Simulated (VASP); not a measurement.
# Pd (Im-3m) in VASP: further runs

The runs below take Pd through single point, with PBEsol.

All numbers are computed with VASP 6.6.1; they aren't measurements. Logs are shortened: lines on timing, memory, paths and dates and some standing lists are left out, and cuts for length are marked.

**1. The cell of the first run**

Symmetry: Im-3m, No. 229, cubic system. The conventional cell has a = 3.020 Å, b = 3.020 Å, c = 3.020 Å, α = 90.00°, β = 90.00°, γ = 90.00°. Within 3.5 Å of Pd (site symmetry m-3m) lie 14 Pd at 2.62 to 3.02 Å.

**2. Single point, PBEsol**

The input, INCAR:

```
  PREC = Accurate
  ENCUT = 500
  EDIFF = 1E-6
  ISMEAR = -1
  SIGMA = 0.05
  LREAL = F
  LASPH = T
  NELM = 120
  ALGO = Normal
  ISIF = 2
  LWAVE = F
  LCHARG = F
  GGA = PS
  NBANDS = 11
  GGA_COMPAT = F
```

The input, KPOINTS:

```
regular mesh
0
Gamma
  11 11 11
```

The input, POSCAR:

```
Pd
1.0
    1.5102211666      1.5102211666      1.5102211666
   -1.5102211666      1.5102211666      1.5102211666
   -1.5102211666     -1.5102211666      1.5102211666
Pd
1
Direct
    0.0000000000      0.0000000000      0.0000000000
```

Potentials or basis: VASP PAW PBE potentials, release 64 (Pd).

Started as:

```console
$ cat potpaw_PBE.64/Pd/POTCAR > POTCAR
$ mpirun -np 1 vasp_std > vasp.out
```

OUTCAR:

```text
PREC = Accurate
   ENCUT = 500
   EDIFF = 1E-6
   ISMEAR = -1
   LREAL = F
   LASPH = T
   NELM = 120
   ISIF = 2
   GGA = PS

 ion  position               nearest neighbor table
   1  0.000  0.000  0.000-

  LATTYP: Found a body centered cubic cell.
 ALAT       =     3.0204423332

  Lattice vectors:

 A1 = (   1.5102211666,  -1.5102211666,  -1.5102211666)
 A2 = (   1.5102211666,   1.5102211666,   1.5102211666)
 A3 = (  -1.5102211666,  -1.5102211666,   1.5102211666)

Analysis of symmetry for initial positions (statically):
=====================================================================
 Subroutine PRICEL returns:
 Original cell was already a primitive cell.

 Routine SETGRP: Setting up the symmetry group for a
 body centered cubic supercell.

 Subroutine GETGRP returns: Found 48 space group operations
 (whereof 48 operations were pure point group operations)
 out of a pool of 48 trial point group operations.

The static configuration has the point symmetry O_h .

Analysis of symmetry for dynamics (positions and initial velocities):
=====================================================================
 Subroutine PRICEL returns:
 Original cell was already a primitive cell.

 Routine SETGRP: Setting up the symmetry group for a
 body centered cubic supercell.

 Subroutine GETGRP returns: Found 48 space group operations
 (whereof 48 operations were pure point group operations)
 out of a pool of 48 trial point group operations.

The dynamic configuration has the point symmetry O_h .

 Subroutine INISYM returns: Found 48 space group operations
 (whereof 48 operations are pure point group operations),
 and found     1 'primitive' translations

----------------------------------------------------------------------------------------

                                     Primitive cell

  volume of cell :      13.7779

  direct lattice vectors                    reciprocal lattice vectors
     1.510221167  1.510221167  1.510221167     0.331077336  0.000000000  0.331077336
    -1.510221167  1.510221167  1.510221167    -0.331077336  0.331077336  0.000000000
    -1.510221167 -1.510221167  1.510221167     0.000000000 -0.331077336  0.331077336

  length of vectors
     2.615779791  2.615779791  2.615779791     0.468214058  0.468214058  0.468214058

  position of ions in fractional coordinates (direct lattice)
     0.000000000  0.000000000  0.000000000

  ion indices of the primitive-cell ions
   primitive index   ion index
                 1           1

----------------------------------------------------------------------------------------

 KPOINTS: regular mesh

Automatic generation of k-mesh.
 Grid dimensions read from file:
 generate k-points for:   11   11   11

 Generating k-lattice:

  Cartesian coordinates                     Fractional coordinates (reciprocal lattice)
     0.030097940  0.000000000  0.030097940     0.090909091  0.000000000  0.000000000
    -0.030097940  0.030097940  0.000000000     0.000000000  0.090909091  0.000000000
     0.000000000 -0.030097940  0.030097940     0.000000000  0.000000000  0.090909091

  Length of vectors
     0.042564914  0.042564914  0.042564914

  Shift w.r.t. Gamma in fractional coordinates (k-lattice)
     0.000000000  0.000000000  0.000000000

 Subroutine IBZKPT returns following result:
 ===========================================

 Found     56 irreducible k-points:

 Following reciprocal coordinates:
            Coordinates               Weight
  0.000000  0.000000  0.000000      1.000000
  0.090909  0.000000  0.000000     12.000000
  0.181818  0.000000  0.000000     12.000000
  0.272727  0.000000  0.000000     12.000000
  0.363636  0.000000  0.000000     12.000000
  0.454545  0.000000  0.000000     12.000000
[... 16 lines left out ...]
  0.363636  0.181818  0.090909     48.000000
  0.454545  0.181818  0.090909     48.000000
 [... further k-points ...]
   k-points           NKPTS =     56   k-points in BZ     NKDIM =     56   number of bands    NBANDS=     11
   number of dos      NEDOS =    301   number of ions     NIONS =      1
   total plane-waves  NPLWV =   8000
   dimension x,y,z NGX =    20 NGY =   20 NGZ =   20
   dimension x,y,z NGXF=    40 NGYF=   40 NGZF=   40
   ions per type =               1
   NGX,Y,Z   is equivalent  to a cutoff of  12.71, 12.71, 12.71 a.u.
   NGXF,Y,Z  is equivalent  to a cutoff of  25.42, 25.42, 25.42 a.u.
 SYSTEM =  unknown system
   PREC   = accura    normal or accurate (medium, high low for compatibility)
   ISTART =      0    job   : 0-new  1-cont  2-samecut
   ICHARG =      2    charge: 1-file 2-atom 10-const
   ISPIN  =      1    spin polarized calculation?
   LNONCOLLINEAR =      F non collinear calculations
   LSORBIT =      F    spin-orbit coupling
   LASPH  =      T    aspherical Exc in radial PAW
   ENCUT  =  500.0 eV  36.75 Ry    6.06 a.u.   4.77  4.77  4.77*2*pi/ulx,y,z
   NELM   =    120;   NELMIN=  2; NELMDL= -5     # of ELM steps
   EDIFF  = 0.1E-05   stopping-criterion for ELM
   LREAL  =      F    real-space projection
   EDIFFG = 0.1E-04   stopping-criterion for IOM
   NSW    =      0    number of steps for IOM
   IBRION =     -1    ionic relax: 0-MD 1-quasi-New 2-CG
   NFREE  =      0    steps in history (QN), initial steepest desc. (CG)
   ISIF   =      2    stress and relaxation
   ISYM   =      2    0-nonsym 1-usesym 2-fastsym
   POTIM  = 0.5000    time-step for ionic-motion
   TEBEG  =    0.0;   TEEND  =   0.0 temperature during run
   PSTRESS=    0.0 pullay stress
   NELECT =      10.0000    total number of electrons
   NUPDOWN=      -1.0000    fix difference up-down
   EMIN   =  10.00;   EMAX   =-10.00  energy-range for DOS
   EFERMI =   0.00;   METHOD = LEGACY
   ISMEAR =    -1;   SIGMA  =   0.05  broadening in eV -4-tet -1-fermi 0-gaus
   EFERMI_NEDOS =   21; number of points for ismear=-14 and -15
   IALGO  =     38    algorithm
   IMIX   =      4    mixing-type and parameters
     AMIX     =   0.40;   BMIX     =  1.00
     AMIX_MAG =   1.60;   BMIX_MAG =  1.00
  volume/ion in A,a.u.               =      13.78        92.98
  Fermi-wavevector in a.u.,A,eV,Ry     =   1.471231  2.780224 29.450102  2.164521
  Thomas-Fermi vector in A             =   2.586392
   LORBIT       =      0    0 simple, 1 ext, 2 COOP (PROOUT), +10 PAW based schemes
   GGA     = PS    functional components
   LHFCALC =     F    Hartree Fock is set to
   AEXX    =    0.0000 exact exchange contribution
   IVDW    =     0    specifies the selected vdW correction
   LEPSILON=     F    determine dielectric tensor
   LRPA    =     F    only Hartree local field effects (RPA)
 non-spin polarized calculation
  energy-cutoff  :      500.00
  volume of cell :       13.78
 maximum number of plane-waves:       370
   NGX =  9   NGY =  9   NGZ =  9

 number of electron      10.0000000 magnetization

 number of electron       9.9999999 magnetization

 Free energy of the ion-electron system (eV)
  ---------------------------------------------------
  ext. energy  EPLUGINS =         0.00000000
  ---------------------------------------------------
  free energy    TOTEN  =        -5.86432352 eV

  energy without entropy =       -5.85166191  energy(sigma->0) =       -5.85799272

 E-fermi :  10.7913     XC(G=0): -13.8019

 val. band max:       10.7753974592   @ k =  -0.4545   0.0909   0.0000
 cond. band min:      10.8234601400   @ k =   0.0909   0.3636   0.0909
 fundamental gap:      0.0480626808
 Fermi energy:        10.7912672004

 k-point     1 :       0.0000    0.0000    0.0000
  band No.  band energies     occupation
      1       3.0408      2.00000
      2       7.5104      2.00000
      3       7.5104      2.00000
      4       7.5104      2.00000
      5       9.7480      2.00000
      6       9.7480      2.00000
      7      30.2580      0.00000
      8      30.2580      0.00000
      9      30.2580      0.00000
     10      36.8333      0.00000
     11      39.6461      0.00000

 k-point     2 :       0.0909    0.0000    0.0000
  band No.  band energies     occupation
      1       3.3745      2.00000
      2       7.3894      2.00000
      3       7.5116      2.00000
      4       7.7614      2.00000
      5       9.6092      2.00000
      6       9.7574      2.00000
      7      30.1648      0.00000
      8      30.3175      0.00000
      9      30.6960      0.00000
     10      36.7937      0.00000
     11      37.4686      0.00000

 k-point     3 :       0.1818    0.0000    0.0000
  band No.  band energies     occupation
      1       4.2473      2.00000
      2       7.0778      2.00000
      3       7.5306      2.00000
      4       8.4755      2.00000
      5       9.3972      2.00000
      6       9.7931      2.00000
      7      29.0112      0.00000
      8      29.8776      0.00000
      9      31.8994      0.00000
     10      36.2941      0.00000
     11      36.3733      0.00000

 k-point     4 :       0.2727    0.0000    0.0000
  band No.  band energies     occupation
      1       5.0419      2.00000
      2       6.6953      2.00000
      3       8.0326      2.00000
      4       9.4035      2.00000
      5       9.5235      2.00000
      6       9.8643      2.00000
      7      26.0785      0.00000
      8      28.4462      0.00000
      9      33.5503      0.00000
     10      33.9287      0.00000
     11      36.2267      0.00000

 k-point     5 :       0.3636    0.0000    0.0000
  band No.  band energies     occupation
      1       5.0877      2.00000
      2       6.3658      2.00000
      3       9.4184      2.00000
      4       9.8497      2.00000
      5       9.9563      2.00000
      6      10.6458      1.89653
      7      22.5741      0.00000
      8      26.9868      0.00000
      9      31.1691      0.00000
     10      35.1509      0.00000
     11      36.4528      0.00000

 k-point     6 :       0.4545    0.0000    0.0000
  band No.  band energies     occupation
      1       4.9197      2.00000
      2       6.1787      2.00000
      3       9.6530      2.00000
      4      10.0241      2.00000
      5      11.4189      0.00001
      6      11.6433      0.00000
      7      19.8115      0.00000
      8      26.1470      0.00000
      9      29.5415      0.00000
     10      36.1353      0.00000
     11      36.5941      0.00000

 k-point     7 :       0.1818    0.0909    0.0000
  band No.  band energies     occupation
      1       3.9914      2.00000
      2       7.2569      2.00000
      3       7.3627      2.00000
      4       8.3098      2.00000
      5       9.3982      2.00000
      6       9.8148      2.00000
      7      29.6251      0.00000
      8      30.3085      0.00000
      9      31.1779      0.00000
     10      35.7935      0.00000
     11      36.7189      0.00000

 k-point     8 :       0.2727    0.0909    0.0000
  band No.  band energies     occupation
      1       4.9365      2.00000
      2       6.9274      2.00000
      3       7.3572      2.00000
      4       9.2508      2.00000
      5       9.3303      2.00000
      6       9.9333      2.00000
      7      27.7792      0.00000
      8      28.9095      0.00000
      9      32.2947      0.00000
     10      33.5869      0.00000
     11      36.6313      0.00000
[... 141 lines left out ...]
 k-point    19 :       0.2727    0.0909    0.0909
  band No.  band energies     occupation
      1       5.3216      2.00000
      2       6.9477      2.00000
      3       7.7883      2.00000
      4       8.9840      2.00000
      5       9.4585      2.00000
      6      10.3318      1.99980
      7      26.2844      0.00000
      8      28.5535      0.00000
      9      31.7108      0.00000
     10      35.0529      0.00000
     11      35.9207      0.00000

 k-point    20 :       0.3636    0.0909    0.0909
  band No.  band energies     occupation
      1       5.3396      2.00000
      2       6.6338      2.00000
      3       8.3924      2.00000
      4       9.4020      2.00000
      5      10.5942      1.96188
      6      11.2177      0.00040
      7      22.7423      0.00000
      8      27.2813      0.00000
      9      29.9612      0.00000
     10      35.9085      0.00000
     11      36.4524      0.00000

 k-point    21 :       0.4545    0.0909    0.0909
  band No.  band energies     occupation
      1       5.1477      2.00000
      2       6.4548      2.00000
      3       8.8381      2.00000
      4       9.4345      2.00000
      5      11.3804      0.00002
      6      12.9352      0.00000
      7      19.8518      0.00000
      8      26.5475      0.00000
      9      28.5716      0.00000
     10      36.4540      0.00000
     11      37.0737      0.00000

 k-point    22 :       0.2727    0.1818    0.0909
  band No.  band energies     occupation
      1       5.3845      2.00000
      2       7.3073      2.00000
      3       7.4166      2.00000
      4       8.6253      2.00000
      5       9.2020      2.00000
      6      10.4223      1.99875
      7      28.1255      0.00000
      8      28.1375      0.00000
      9      31.8564      0.00000
     10      33.2485      0.00000
     11      35.8634      0.00000

 k-point    23 :       0.3636    0.1818    0.0909
  band No.  band energies     occupation
      1       5.7796      2.00000
      2       6.9360      2.00000
      3       7.6473      2.00000
      4       8.9042      2.00000
      5      10.0827      2.00000
      6      11.4030      0.00001
      7      24.7388      0.00000
      8      26.8656      0.00000
      9      30.7800      0.00000
     10      33.2178      0.00000
     11      36.5192      0.00000

 k-point    24 :       0.4545    0.1818    0.0909
  band No.  band energies     occupation
      1       5.5933      2.00000
      2       6.7576      2.00000
      3       7.9568      2.00000
      4       9.2337      2.00000
      5      10.7437      1.44311
      6      13.3738      0.00000
      7      21.3005      0.00000
      8      25.7483      0.00000
      9      29.2708      0.00000
     10      34.4351      0.00000
     11      36.6461      0.00000

 [... further k-points ...]
[... 5 lines left out ...]
  --------------------------------------------------------------------------------------
  -------------------------------------------------------------------------------------
  Total        1.2560856      1.2560856      1.2560856     -0.0000000      0.0000000      0.0000000
  in kB      146.0656734    146.0656734    146.0656734     -0.0000000      0.0000000      0.0000000
  external PRESSURE =     146.0656734 kB  Pullay stress =       0.0000000 kB

 VOLUME and BASIS-vectors are now :
 -----------------------------------------------------------------------------
  energy-cutoff  :      500.00
  volume of cell :       13.78
      direct lattice vectors                 reciprocal lattice vectors
     1.510221167  1.510221167  1.510221167     0.331077336  0.000000000  0.331077336
    -1.510221167  1.510221167  1.510221167    -0.331077336  0.331077336  0.000000000
    -1.510221167 -1.510221167  1.510221167     0.000000000 -0.331077336  0.331077336

 POSITION                                       TOTAL-FORCE (eV/Angst)
 -----------------------------------------------------------------------------------
      0.00000      0.00000      0.00000        -0.000000     -0.000000     -0.000000
 -----------------------------------------------------------------------------------
    total drift:                               -0.000000      0.000000      0.000000

  FREE ENERGIE OF THE ION-ELECTRON SYSTEM (eV)
  ---------------------------------------------------
  free  energy   TOTEN  =        -5.8643235226 eV

  energy  without entropy=       -5.8516619096  energy(sigma->0) =       -5.85799272
```

It took 13 s on 1 thread of Intel Xeon 8259CL, shared host; peak memory 0.13 GiB.

Results:

- Free energy: -5.8643 eV
- Pressure: 14.6 GPa
- Band gap on the k mesh: zero (band 5 reaches 11.42 eV, above the bottom of band 6 at 9.62 eV)

Levels at points of the mesh, in eV from the Fermi level:
| k point | band 1 | band 2 | band 3 | band 4 | band 5 | band 6 | band 7 | band 8 | band 9 | band 10 |
| --- | --- | --- | --- | --- | --- | --- | --- | --- | --- | --- |
| (0.00, 0.00, 0.00) | -7.75 | -3.28 | -3.28 | -3.28 | -1.04 | -1.04 | 19.47 | 19.47 | 19.47 | 26.04 |

Caveat: the PAW data sets were made with another functional, which shifts forces and pressure a little.

**3. Single point, PBEsol**

This run uses another cell than the first one, of 14.68 Å³/atom, 1.066 times its volume.

The input, INCAR:

```
SYSTEM = Pd
PREC = Accurate ; ENCUT = 500
EDIFF = 1E-6 ; ISMEAR = -1
SIGMA = 0.05 ; LREAL = .FALSE.
LASPH = .TRUE. ; NELM = 120
ALGO = Normal ; ISIF = 2
LWAVE = .FALSE. ; LCHARG = .FALSE.
GGA = PS ; NBANDS = 11
GGA_COMPAT = .FALSE.
```

The input, KPOINTS:

```
regular mesh
0
G
  11 11 11
  0 0 0
```

The input, POSCAR:

```
Pd
1.0
    1.5426429031      1.5426429031      1.5426429031
   -1.5426429031      1.5426429031      1.5426429031
   -1.5426429031     -1.5426429031      1.5426429031
Pd
1
Direct
    0.0000000000      0.0000000000      0.0000000000
```

Potentials or basis: VASP PAW PBE potentials, release 64 (Pd).

Started as:

```console
$ cat potpaw_PBE.64/Pd/POTCAR > POTCAR
$ mpirun -np 1 vasp_std > vasp.out
```

It took 14 s on 1 thread of Intel Xeon 8259CL, shared host; peak memory 0.13 GiB.

Results (log left out):

```
Free energy            : -5.9023 eV
Pressure               : -0.3 GPa
Band gap on the k mesh : zero (band 5 reaches 10.23 eV, above the bottom of band 6 at 8.62 eV)
```

Levels at points of the mesh, in eV from the Fermi level:
| k point | band 2 | band 3 | band 4 | band 5 | band 6 | band 7 | band 8 | band 9 |
| --- | --- | --- | --- | --- | --- | --- | --- | --- |
| (0.00, 0.00, 0.00) | -2.98 | -2.98 | -2.98 | -0.94 | -0.94 | 19.35 | 19.35 | 19.35 |

Caveat: the PAW data sets were made with another functional, which shifts forces and pressure a little.
